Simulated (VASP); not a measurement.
# Nb (I4/mmm) in VASP: a series of runs

Runs on Nb. Level: PBE. Tasks: single point.

All numbers are computed with VASP 6.6.1; they aren't measurements. Logs are shortened: lines on timing, memory, paths and dates and some standing lists are left out, and cuts for length are marked.

## Step 1: The cell of the first run

Symmetry: I4/mmm, No. 139, tetragonal system. The conventional cell has a = 3.328 Å, b = 3.328 Å, c = 3.228 Å, α = 90.00°, β = 90.00°, γ = 90.00°. Nb (site symmetry 4/mmm) has 14 Nb at 2.85 to 3.33 Å within 3.8 Å.

## Step 2: Single point, PBE (strain -0.0300 x Voigt [0, 1, 0, 0, 0, 0])

The input, INCAR:

```
PREC = Accurate ; ENCUT = 520
EDIFF = 1E-6 ; ISMEAR = 0
SIGMA = 0.15 ; LREAL = False
LASPH = True ; NELM = 80
ALGO = Fast ; ISIF = 2
LWAVE = False ; LCHARG = False
GGA = PE ; NBANDS = 12
```

The input, KPOINTS:

```
Automatic mesh
0
Gamma
  20 20 20
```

The input, POSCAR:

```
Nb
1.0
   -1.6639500000      1.6140315000      1.6639500000
    1.6639500000     -1.6140315000      1.6639500000
    1.6639500000      1.6140315000     -1.6639500000
Nb
1
Direct
    0.0000000000      0.0000000000      0.0000000000
```

Potentials or basis: VASP PAW PBE potentials, release 64 (Nb_sv).

Launch:

```sh
$ cat potpaw_PBE.64/Nb_sv/POTCAR > POTCAR
$ mpirun -np 1 vasp_std > vasp.out
```

OUTCAR:

```text
PREC = Accurate
   ENCUT = 520
   EDIFF = 1E-6
   ISMEAR = 0
   LREAL = False
   LASPH = True
   NELM = 80
   ISIF = 2
   GGA = PE

 ion  position               nearest neighbor table
   1  0.000  0.000  0.000-

  LATTYP: Found a body centered tetragonal cell.
 ALAT       =     3.3279000000
 C/A-ratio  =     0.9700000000

  Lattice vectors:

 A1 = (  -1.6639500000,  -1.6140315000,   1.6639500000)
 A2 = (   1.6639500000,  -1.6140315000,  -1.6639500000)
 A3 = (   1.6639500000,   1.6140315000,   1.6639500000)

Analysis of symmetry for initial positions (statically):
=====================================================================
 Subroutine PRICEL returns:
 Original cell was already a primitive cell.

 Routine SETGRP: Setting up the symmetry group for a
 body centered tetragonal supercell.

 Subroutine GETGRP returns: Found 16 space group operations
 (whereof 16 operations were pure point group operations)
 out of a pool of 16 trial point group operations.

The static configuration has the point symmetry D_4h.

Analysis of symmetry for dynamics (positions and initial velocities):
=====================================================================
 Subroutine PRICEL returns:
 Original cell was already a primitive cell.

 Routine SETGRP: Setting up the symmetry group for a
 body centered tetragonal supercell.

 Subroutine GETGRP returns: Found 16 space group operations
 (whereof 16 operations were pure point group operations)
 out of a pool of 16 trial point group operations.

The dynamic configuration has the point symmetry D_4h.

 Subroutine INISYM returns: Found 16 space group operations
 (whereof 16 operations are pure point group operations),
 and found     1 'primitive' translations

----------------------------------------------------------------------------------------

                                     Primitive cell

  volume of cell :      17.8753

  direct lattice vectors                    reciprocal lattice vectors
    -1.663950000  1.614031500  1.663950000     0.000000000  0.309783297  0.300489798
     1.663950000 -1.614031500  1.663950000     0.300489798  0.000000000  0.300489798
     1.663950000  1.614031500 -1.663950000     0.300489798  0.309783297  0.000000000

  length of vectors
     2.853516583  2.853516583  2.853516583     0.431578278  0.424956748  0.431578278

  position of ions in fractional coordinates (direct lattice)
     0.000000000  0.000000000  0.000000000

  ion indices of the primitive-cell ions
   primitive index   ion index
                 1           1

----------------------------------------------------------------------------------------

 KPOINTS: Automatic mesh

Automatic generation of k-mesh.
 Grid dimensions read from file:
 generate k-points for:   20   20   20

 Generating k-lattice:

  Cartesian coordinates                     Fractional coordinates (reciprocal lattice)
     0.000000000  0.015489165  0.015024490     0.050000000 -0.000000000  0.000000000
     0.015024490  0.000000000  0.015024490     0.000000000  0.050000000  0.000000000
     0.015024490  0.015489165  0.000000000     0.000000000 -0.000000000  0.050000000

  Length of vectors
     0.021578914  0.021247837  0.021578914

  Shift w.r.t. Gamma in fractional coordinates (k-lattice)
     0.000000000  0.000000000  0.000000000

 Subroutine IBZKPT returns following result:
 ===========================================

 Found    641 irreducible k-points:

 Following reciprocal coordinates:
            Coordinates               Weight
  0.000000  0.000000  0.000000      1.000000
  0.050000  0.000000 -0.000000      8.000000
  0.100000  0.000000  0.000000      8.000000
  0.150000 -0.000000  0.000000      8.000000
  0.200000  0.000000  0.000000      8.000000
  0.250000  0.000000  0.000000      8.000000
[... 16 lines left out ...]
 -0.450000  0.050000 -0.000000     16.000000
 -0.400000  0.050000  0.000000     16.000000
 [... further k-points ...]
   k-points           NKPTS =    641   k-points in BZ     NKDIM =    641   number of bands    NBANDS=     12
   number of dos      NEDOS =    301   number of ions     NIONS =      1
   total plane-waves  NPLWV =  13824
   dimension x,y,z NGX =    24 NGY =   24 NGZ =   24
   dimension x,y,z NGXF=    48 NGYF=   48 NGZF=   48
   ions per type =               1
   NGX,Y,Z   is equivalent  to a cutoff of  13.98, 13.98, 13.98 a.u.
   NGXF,Y,Z  is equivalent  to a cutoff of  27.96, 27.96, 27.96 a.u.
 SYSTEM =  unknown system
   PREC   = accura    normal or accurate (medium, high low for compatibility)
   ISTART =      0    job   : 0-new  1-cont  2-samecut
   ICHARG =      2    charge: 1-file 2-atom 10-const
   ISPIN  =      1    spin polarized calculation?
   LNONCOLLINEAR =      F non collinear calculations
   LSORBIT =      F    spin-orbit coupling
   LASPH  =      T    aspherical Exc in radial PAW
   ENCUT  =  520.0 eV  38.22 Ry    6.18 a.u.   5.31  5.31  5.31*2*pi/ulx,y,z
   NELM   =     80;   NELMIN=  2; NELMDL= -5     # of ELM steps
   EDIFF  = 0.1E-05   stopping-criterion for ELM
   LREAL  =      F    real-space projection
   EDIFFG = 0.1E-04   stopping-criterion for IOM
   NSW    =      0    number of steps for IOM
   IBRION =     -1    ionic relax: 0-MD 1-quasi-New 2-CG
   NFREE  =      0    steps in history (QN), initial steepest desc. (CG)
   ISIF   =      2    stress and relaxation
   ISYM   =      2    0-nonsym 1-usesym 2-fastsym
   POTIM  = 0.5000    time-step for ionic-motion
   TEBEG  =    0.0;   TEEND  =   0.0 temperature during run
   PSTRESS=    0.0 pullay stress
   NELECT =      13.0000    total number of electrons
   NUPDOWN=      -1.0000    fix difference up-down
   EMIN   =  10.00;   EMAX   =-10.00  energy-range for DOS
   EFERMI =   0.00;   METHOD = LEGACY
   ISMEAR =     0;   SIGMA  =   0.15  broadening in eV -4-tet -1-fermi 0-gaus
   EFERMI_NEDOS =   21; number of points for ismear=-14 and -15
   IALGO  =     68    algorithm
   IMIX   =      4    mixing-type and parameters
     AMIX     =   0.40;   BMIX     =  1.00
     AMIX_MAG =   1.60;   BMIX_MAG =  1.00
  volume/ion in A,a.u.               =      17.88       120.63
  Fermi-wavevector in a.u.,A,eV,Ry     =   1.472217  2.782086 29.489571  2.167422
  Thomas-Fermi vector in A             =   2.587258
   LORBIT       =      0    0 simple, 1 ext, 2 COOP (PROOUT), +10 PAW based schemes
   GGA     = PE    functional components
   LHFCALC =     F    Hartree Fock is set to
   AEXX    =    0.0000 exact exchange contribution
   IVDW    =     0    specifies the selected vdW correction
   LEPSILON=     F    determine dielectric tensor
   LRPA    =     F    only Hartree local field effects (RPA)
 non-spin polarized calculation
 RMM-DIIS sequential band-by-band and
 Gauss-broadening in eV      SIGMA  =   0.15
  energy-cutoff  :      520.00
  volume of cell :       17.88
 maximum number of plane-waves:       492
 NGX is ok and might be reduce to    24
   NGX = 11   NGY = 11   NGZ = 11

 number of electron      13.0000000 magnetization

 Free energy of the ion-electron system (eV)
  ---------------------------------------------------
  ext. energy  EPLUGINS =         0.00000000
  ---------------------------------------------------
  free energy    TOTEN  =       -10.21908285 eV

  energy without entropy =      -10.20227596  energy(sigma->0) =      -10.21067941

 E-fermi :  11.2972     XC(G=0): -12.5389

 val. band max:       11.2961594841   @ k =  -0.1000   0.1500   0.0500
 cond. band min:      11.2978417100   @ k =  -0.4000   0.4000   0.2000
 fundamental gap:      0.0016822259
 Fermi energy:        11.2972044362

 k-point     1 :       0.0000    0.0000    0.0000
  band No.  band energies     occupation
      1     -43.0691      2.00000
      2     -18.3502      2.00000
      3     -18.3502      2.00000
      4     -18.3490      2.00000
      5       5.3264      2.00000
      6      11.4281      0.21703
      7      11.7768      0.00001
      8      11.7768      0.00001
      9      14.3399      0.00000
     10      14.8149      0.00000
     11      25.3553      0.00000
     12      25.3608      0.00000

 k-point     2 :       0.0500    0.0000   -0.0000
  band No.  band energies     occupation
      1     -43.0629      2.00000
      2     -18.3863      2.00000
      3     -18.3615      2.00000
      4     -18.3502      2.00000
      5       5.4326      2.00000
      6      11.4303      0.20958
      7      11.7580      0.00001
      8      11.8071      0.00000
      9      14.3186      0.00000
     10      14.7359      0.00000
     11      25.5231      0.00000
     12      25.5414      0.00000

 k-point     3 :       0.1000    0.0000    0.0000
  band No.  band energies     occupation
      1     -43.0451      2.00000
      2     -18.4921      2.00000
      3     -18.3944      2.00000
      4     -18.3522      2.00000
      5       5.7396      2.00000
      6      11.3105      0.90000
      7      11.6847      0.00026
      8      12.0348      0.00000
      9      14.2318      0.00000
     10      14.6025      0.00000
     11      25.8696      0.00000
     12      26.0825      0.00000
[... 286 lines left out ...]
 k-point    23 :      -0.4500    0.0500   -0.0000
  band No.  band energies     occupation
      1     -42.8252      2.00000
      2     -19.6590      2.00000
      3     -18.7819      2.00000
      4     -18.3908      2.00000
      5       7.6664      2.00000
      6       9.6014      2.00000
      7      12.8679      0.00000
      8      14.6750      0.00000
      9      15.4833      0.00000
     10      17.2862      0.00000
     11      23.3923      0.00000
     12      24.0380      0.00000

 k-point    24 :      -0.4000    0.0500    0.0000
  band No.  band energies     occupation
      1     -42.8488      2.00000
      2     -19.5436      2.00000
      3     -18.7401      2.00000
      4     -18.3886      2.00000
      5       7.7543      2.00000
      6       9.7550      2.00000
      7      12.1840      0.00000
      8      14.5316      0.00000
      9      15.3220      0.00000
     10      16.4493      0.00000
     11      23.9697      0.00000
     12      24.9494      0.00000

 [... further k-points ...]

------------------------ aborting loop because EDIFF is reached ----------------------------------------

  FORCE on cell =-STRESS in cart. coord.  units (eV):
  Direction    XX          YY          ZZ          XY          YZ          ZX
  --------------------------------------------------------------------------------------
  -------------------------------------------------------------------------------------
  Total        0.1194097      0.4816452      0.1194097      0.0000000      0.0000000      0.0000000
  in kB       10.7028017     43.1703185     10.7028017      0.0000000      0.0000000      0.0000000
  external PRESSURE =      21.5253073 kB  Pullay stress =       0.0000000 kB

 VOLUME and BASIS-vectors are now :
 -----------------------------------------------------------------------------
  energy-cutoff  :      520.00
  volume of cell :       17.88
      direct lattice vectors                 reciprocal lattice vectors
    -1.663950000  1.614031500  1.663950000     0.000000000  0.309783297  0.300489798
     1.663950000 -1.614031500  1.663950000     0.300489798  0.000000000  0.300489798
     1.663950000  1.614031500 -1.663950000     0.300489798  0.309783297  0.000000000

 POSITION                                       TOTAL-FORCE (eV/Angst)
 -----------------------------------------------------------------------------------
      0.00000      0.00000      0.00000        -0.000000      0.000000     -0.000000
 -----------------------------------------------------------------------------------
    total drift:                                0.000000      0.000000      0.000000

  FREE ENERGIE OF THE ION-ELECTRON SYSTEM (eV)
  ---------------------------------------------------
  free  energy   TOTEN  =       -10.2190828526 eV

  energy  without entropy=      -10.2022759586  energy(sigma->0) =      -10.21067941
```

Run time: 1.7 min. Hardware: 1 thread of Intel Xeon Platinum 8488C (Sapphire Rapids), shared host; peak memory 0.24 GiB.

What came out:

```yaml
Free_energy: -10.2191 eV
Pressure: 2.2 GPa
Band_gap_on_the_k_mesh: zero (an odd number of electrons rules out a gap without spin polarisation)
```

Stress tensor (GPa, compression positive):
```
1.07 0.00 0.00
0.00 4.32 0.00
0.00 0.00 1.07
```

Caveat: the cell differs from its parent crystal (strain -0.0300 x Voigt [0, 1, 0, 0, 0, 0]).

## Step 3: Single point, PBE (strain -0.0150 x Voigt [0, 1, 0, 0, 0, 0])

The input, INCAR:

```
SYSTEM = Nb
PREC = Accurate
ENCUT = 520
EDIFF = 1E-7
ISMEAR = 0
SIGMA = 0.15
LREAL = .FALSE.
LASPH = .TRUE.
NELM = 100
ALGO = Fast
ISIF = 2
LWAVE = .FALSE.
LCHARG = .TRUE.
GGA = PE
LELF = .TRUE.
LVHAR = .TRUE.
NBANDS = 12
```

The input, KPOINTS:

```
regular mesh
0
G
  20 20 20
  0 0 0
```

The input, POSCAR:

```
Nb
1.0
   -1.6639500000      1.6389907500      1.6639500000
    1.6639500000     -1.6389907500      1.6639500000
    1.6639500000      1.6389907500     -1.6639500000
Nb
1
Direct
    0.0000000000      0.0000000000      0.0000000000
```

Potentials or basis: VASP PAW PBE potentials, release 64 (Nb_sv).

Launch:

```sh
$ cat potpaw_PBE.64/Nb_sv/POTCAR > POTCAR
$ mpirun -np 1 vasp_std > vasp.out
```

OUTCAR:

```text
SYSTEM = Nb
   PREC = Accurate
   ENCUT = 520
   EDIFF = 1E-7
   ISMEAR = 0
   LREAL = .FALSE.
   LASPH = .TRUE.
   NELM = 100
   ISIF = 2
   GGA = PE

 ion  position               nearest neighbor table
   1  0.000  0.000  0.000-

  LATTYP: Found a body centered tetragonal cell.
 ALAT       =     3.3279000000
 C/A-ratio  =     0.9850000000

  Lattice vectors:

 A1 = (  -1.6639500000,  -1.6389907500,   1.6639500000)
 A2 = (   1.6639500000,  -1.6389907500,  -1.6639500000)
 A3 = (   1.6639500000,   1.6389907500,   1.6639500000)

Analysis of symmetry for initial positions (statically):
=====================================================================
 Subroutine PRICEL returns:
 Original cell was already a primitive cell.

 Routine SETGRP: Setting up the symmetry group for a
 body centered tetragonal supercell.

 Subroutine GETGRP returns: Found 16 space group operations
 (whereof 16 operations were pure point group operations)
 out of a pool of 16 trial point group operations.

The static configuration has the point symmetry D_4h.

Analysis of symmetry for dynamics (positions and initial velocities):
=====================================================================
 Subroutine PRICEL returns:
 Original cell was already a primitive cell.

 Routine SETGRP: Setting up the symmetry group for a
 body centered tetragonal supercell.

 Subroutine GETGRP returns: Found 16 space group operations
 (whereof 16 operations were pure point group operations)
 out of a pool of 16 trial point group operations.

The dynamic configuration has the point symmetry D_4h.

 Subroutine INISYM returns: Found 16 space group operations
 (whereof 16 operations are pure point group operations),
 and found     1 'primitive' translations

----------------------------------------------------------------------------------------

                                     Primitive cell

  volume of cell :      18.1517

  direct lattice vectors                    reciprocal lattice vectors
[... 115 lines left out ...]
   LRPA    =     F    only Hartree local field effects (RPA)
 non-spin polarized calculation
 RMM-DIIS sequential band-by-band and
 Gauss-broadening in eV      SIGMA  =   0.15
  energy-cutoff  :      520.00
  volume of cell :       18.15
 maximum number of plane-waves:       507
 NGX is ok and might be reduce to    24
   NGX = 11   NGY = 11   NGZ = 11

 number of electron      13.0000000 magnetization

 Free energy of the ion-electron system (eV)
  ---------------------------------------------------
  ext. energy  EPLUGINS =         0.00000000
  ---------------------------------------------------
  free energy    TOTEN  =       -10.22351553 eV

  energy without entropy =      -10.20666601  energy(sigma->0) =      -10.21509077

 E-fermi :  11.0826     XC(G=0): -12.4598

 val. band max:       11.0809421243   @ k =  -0.1000   0.2000   0.1000
 cond. band min:      11.0827924828   @ k =   0.3000  -0.3000   0.0500
 fundamental gap:      0.0018503584
 Fermi energy:        11.0826136719

 k-point     1 :       0.0000    0.0000    0.0000
  band No.  band energies     occupation
      1     -43.3036      2.00000
      2     -18.6176      2.00000
      3     -18.6176      2.00000
      4     -18.6169      2.00000
      5       5.1400      2.00000
      6      11.3316      0.01891
      7      11.4999      0.00008
      8      11.4999      0.00008
      9      14.2094      0.00000
     10      14.4371      0.00000
     11      25.1834      0.00000
     12      25.1861      0.00000
[... 331 lines left out ...]
 k-point    24 :      -0.4000    0.0500    0.0000
  band No.  band energies     occupation
      1     -43.0980      2.00000
      2     -19.7544      2.00000
      3     -18.9871      2.00000
      4     -18.6467      2.00000
      5       7.5879      2.00000
      6       9.6365      2.00000
      7      11.8935      0.00000
      8      14.2483      0.00000
      9      14.9560      0.00000
     10      16.1530      0.00000
     11      23.6715      0.00000
     12      24.4735      0.00000

 [... further k-points ...]

------------------------ aborting loop because EDIFF is reached ----------------------------------------

  FORCE on cell =-STRESS in cart. coord.  units (eV):
  Direction    XX          YY          ZZ          XY          YZ          ZX
  --------------------------------------------------------------------------------------
  -------------------------------------------------------------------------------------
  Total       -0.1205657      0.0646077     -0.1205657      0.0000000      0.0000000      0.0000000
  in kB      -10.6418552      5.7026641    -10.6418552      0.0000000      0.0000000      0.0000000
  external PRESSURE =      -5.1936821 kB  Pullay stress =       0.0000000 kB

 VOLUME and BASIS-vectors are now :
 -----------------------------------------------------------------------------
  energy-cutoff  :      520.00
  volume of cell :       18.15
      direct lattice vectors                 reciprocal lattice vectors
    -1.663950000  1.638990750  1.663950000     0.000000000  0.305065785  0.300489798
     1.663950000 -1.638990750  1.663950000     0.300489798  0.000000000  0.300489798
     1.663950000  1.638990750 -1.663950000     0.300489798  0.305065785  0.000000000

 POSITION                                       TOTAL-FORCE (eV/Angst)
 -----------------------------------------------------------------------------------
      0.00000      0.00000      0.00000        -0.000000      0.000000      0.000000
 -----------------------------------------------------------------------------------
    total drift:                                0.000000      0.000000      0.000000

  FREE ENERGIE OF THE ION-ELECTRON SYSTEM (eV)
  ---------------------------------------------------
  free  energy   TOTEN  =       -10.2235155331 eV

  energy  without entropy=      -10.2066660093  energy(sigma->0) =      -10.21509077
```

It took 2.4 min on 1 thread of Intel Xeon Platinum 8488C (Sapphire Rapids), shared host; peak memory 0.25 GiB.

Results:

| Property | Result |
| --- | --- |
| Free energy | -10.2235 eV |
| Pressure | -0.5 GPa |
| Band gap on the k mesh | zero (an odd number of electrons rules out a gap without spin polarisation) |

Caveat: the cell differs from its parent crystal (strain -0.0150 x Voigt [0, 1, 0, 0, 0, 0]).

[end of part 1 of 2]
